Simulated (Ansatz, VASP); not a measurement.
# One calculation of La, two programs

The input POSCAR:

```
La
1.0
    3.3521271267      0.0000000000      0.0000000000
    0.0000000000      3.3521271267      0.0000000000
    0.0000000000      0.0000000000      3.3521271267
La
1
Direct
    0.0000000000      0.0000000000      0.0000000000
```

INCAR.step1

```
SYSTEM = La
ALGO = Normal
EDIFF = 1E-4
ENCUT = 520
GGA = PE
ISMEAR = -1
ISPIN = 2
LASPH = .TRUE.
LCHARG = .FALSE.
LMAXMIX = 6
LREAL = .FALSE.
LWAVE = .TRUE.
MAGMOM = 0.426
NBANDS = 16
NELM = 150
PREC = Accurate
SIGMA = 0.05
```

Contents of INCAR.step2:

```
SYSTEM = La
ALGO = Normal
EDIFF = 1E-6
ENCUT = 520
ISIF = 2
ISMEAR = -1
ISPIN = 2
ISTART = 1
LASPH = .TRUE.
LCHARG = .TRUE.
LELF = .TRUE.
LMAXMIX = 6
LMIXTAU = .TRUE.
LORBIT = 11
LREAL = .FALSE.
LVHAR = .TRUE.
LWAVE = .FALSE.
MAGMOM = 0.426
METAGGA = R2SCAN
NBANDS = 16
NELM = 150
PREC = Accurate
SIGMA = 0.05
```

Contents of KPOINTS:

```
k-points
0
G
  15 15 15
  0 0 0
```

Input for Ansatz:

```yaml
crystal:
  lattice:
    - [3.352127081, 0.0, 0.0]
    - [0.0, 3.352127081, 0.0]
    - [0.0, 0.0, 3.352127081]
  atoms:
    - { symbol: La, position: [0.0, 0.0, 0.0], spin: 0.426 }
hamiltonian:
  xc: r2scan
  pseudopotentials:
    kind: paw
    azcp:
      La: "pseudopotentials/La.paw.azcp"
basis:
  ecutwfc: 500
  fft_grid_basis: typed
kpoints:
  mp_grid: { grid: [15, 15, 15], shift: [0, 0, 0] }
magnetization:
  spin_polarized: true
scf:
  occupations: { method: fermi_dirac, width: 0.05 }
```

Alike in both runs: task single point; functional r2SCAN; k mesh 15 × 15 × 15; occupations fermi-dirac, width 0.05 eV; collinear spin.

|  | VASP | Ansatz |
| --- | --- | --- |
| version | VASP 6.6.1 | Ansatz 0.2.0 |
| potentials or method | VASP PAW PBE potentials, release 64 (La), cutoff 520 eV | plane waves (500 eV) with PAW, scalar-relativistic |
| valence electrons in the cell | 11 | 11 |

Ansatz gave:

```
net moment per atom (μB)                                      : 0.66
size of the moment on the site where the two differ most (μB) : 0.42
```

Task: What did VASP give for the same quantities?

Result: net moment per atom (μB): 0.66; size of the moment on the site where the two differ most (μB): 0.39.

VASP's potentials were made for PBE, not for r2SCAN. Site moments also hang on the region over which each program counts them. With one functional, cell and mesh, what is left measures potentials, basis and numerics. Ansatz's warnings: stability check not made.

Spin-orbit coupling is off throughout.
